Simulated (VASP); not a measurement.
A run of VASP 6.6.1:

File POSCAR:

```
SnTe
1.0
    3.9305596940      0.0000000000      0.0000000000
    0.0000000000      3.9305596940      0.0000000000
    0.0000000000      0.0000000000      3.9305596940
Te Sn
1 1
Direct
    0.5000000000      0.5000000000      0.5000000000
    0.0000000000      0.0000000000      0.0000000000
```

INCAR.step1

```
SYSTEM = SnTe
ALGO = Normal ; EDIFF = 1E-5
ENCUT = 520 ; GGA = PE
ISIF = 2 ; ISMEAR = -1
LASPH = .True. ; LREAL = .False.
LWAVE = .True. ; NBANDS = 17
NELM = 60 ; PREC = Accurate
SIGMA = 0.05
```

Contents of INCAR.step2:

```
SYSTEM = SnTe
ALGO = Normal ; EDIFF = 1E-6
ENCUT = 520 ; GGA = PE
HFSCREEN = 0.2079 ; ISIF = 2
ISMEAR = -1 ; ISTART = 1
LASPH = .True. ; LCHARG = .True.
LELF = .True. ; LHFCALC = .True.
LREAL = .False. ; LVHAR = .True.
LWAVE = .False. ; NBANDS = 17
NELM = 60 ; PREC = Accurate
PRECFOCK = Normal ; SIGMA = 0.05
```

File KPOINTS:

```
k-points
0
Gamma
  4 4 4
  0 0 0
```

Potentials or basis: VASP PAW PBE potentials, release 64 (Te, Sn_d).

Launch:

```console
$ cat potpaw_PBE.64/Te/POTCAR potpaw_PBE.64/Sn_d/POTCAR > POTCAR
$ cp INCAR.step1 INCAR
$ mpirun -np 1 vasp_std > vasp.out
$ cp INCAR.step2 INCAR
$ mpirun -np 1 vasp_std > vasp.out
```

Hardware: 1 thread of AMD EPYC 7R13, on a shared host.

Task: How long does it take, and how much memory?

Result: Wall time 27 min on 1 thread of AMD EPYC 7R13, with other jobs on the host, peak memory 0.26 GiB. Counts: k points 10.
